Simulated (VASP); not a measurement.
Runs of VASP 6.6.1 on InSb (lda). The structure is that of space group F-43m (No. 216), or close to it. The cells are those of the table. 

| task | cell | k mesh | smearing | gap on the mesh (eV) | pressure (GPa) | relaxed volume (Å³/atom) |
| --- | --- | --- | --- | --- | --- | --- |
| single point | a = 4.562 Å, angles 60.0°, 2 atoms | 12 × 12 × 12 | fermi-dirac 0.15 eV | none | 0.1 | - |
| single point | a = 4.561 Å, angles 60.0°, 2 atoms | 12 × 12 × 12 | gaussian 0.1 eV | none | 0.1 | - |
| relaxation of cell and atoms | relaxed from a = 4.690 Å, angles 60.0°, 2 atoms | 12 × 12 × 12 | gaussian 0.1 eV | none | 0.0 | 33.60 |
| relaxation of cell and atoms | relaxed from a = 4.561 Å, angles 60.0°, 2 atoms | 12 × 12 × 12 | gaussian 0.1 eV | none | 0.0 | (a) |
| single point | a = 4.690 Å, angles 60.0°, 2 atoms | 6 × 6 × 6 | gaussian 0.1 eV | none | -3.1 | - |

Alike in all rows: level LDA; potentials or basis VASP PAW LDA potentials, release 64 (In_d, Sb); no spin polarisation; cutoff (eV) 500.

Problem. Estimate the missing entries.

Solution. (a) 33.61.

Caveats: spin-orbit coupling is left out, which moves the levels of the heavy elements.

A k mesh can miss the band edges, and the runs leave out spin-orbit coupling on In, Sb.

A gap of «none» marks levels without a gap at the run's occupations.
